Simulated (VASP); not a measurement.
A run of VASP 6.6.1 is set up as follows.

The input INCAR:

```
SYSTEM = Hg
PREC = Accurate
ENCUT = 600
EDIFF = 1E-7
ISMEAR = -1
SIGMA = 0.1
LREAL = .FALSE.
LASPH = .TRUE.
NELM = 80
ALGO = Normal
ISIF = 3
LWAVE = .FALSE.
LCHARG = .FALSE.
GGA = B5
ALDAX = 1.0
AGGAX = 1.0
AGGAC = 1.0
ALDAC = 0.0
IBRION = 2
NSW = 80
EDIFFG = -0.01
```

File KPOINTS:

```
Automatic mesh
0
G
  7 7 10
  0 0 0
```

POSCAR

```
Hg
1.0
    5.0707881349      0.0000000000      0.0000000000
   -2.5353940674      4.3914313420      0.0000000000
    0.0000000000      0.0000000000      3.1083931267
Hg
3
Direct
    0.0000000000      0.0000000000      0.0000000000
    0.3333333333      0.6666666667      0.5000000000
    0.6666666667      0.3333333333      0.5000000000
```

Potentials or basis: VASP PAW PBE potentials, release 64 (Hg).

Launch:

```bash
$ cat potpaw_PBE.64/Hg/POTCAR > POTCAR
$ mpirun -np 1 vasp_std > vasp.out
```

Problem. Predict the relaxed volume.

Solution. 49.46 Å³/atom.

Problem. Estimate the relaxed cell.

Solution. a = 6.560 Å, b = 6.560 Å, c = 3.982 Å, α = 90.00°, β = 90.00°, γ = 120.00°.

The path:
```tsv
step	energy change (eV)	largest force (eV/Å)	pressure (GPa)	volume (Å³)
1	0.0000	0.0000	14.42	69.22
2	-1.0211	0.0000	3.07	92.17
3	-1.1768	0.0000	1.89	102.45
4	-1.3511	0.0000	0.67	125.25
5	-1.3625	0.0000	-0.26	180.49
6	-1.3917	0.0000	-0.15	159.28
7	-1.3936	0.0000	0.14	142.80
8	-1.3964	0.0000	-0.01	149.91
9	-1.3962	0.0000	0.03	147.88
10	-1.3965	0.0000	0.03	147.93
11	-1.3970	0.0000	0.02	148.09
12	-1.3976	0.0000	0.02	148.39
```

Caveat: the volume moved by over 15 % at a fixed basis, so the end points are rough; the PAW data sets were made with another functional, which shifts forces and pressure a little.
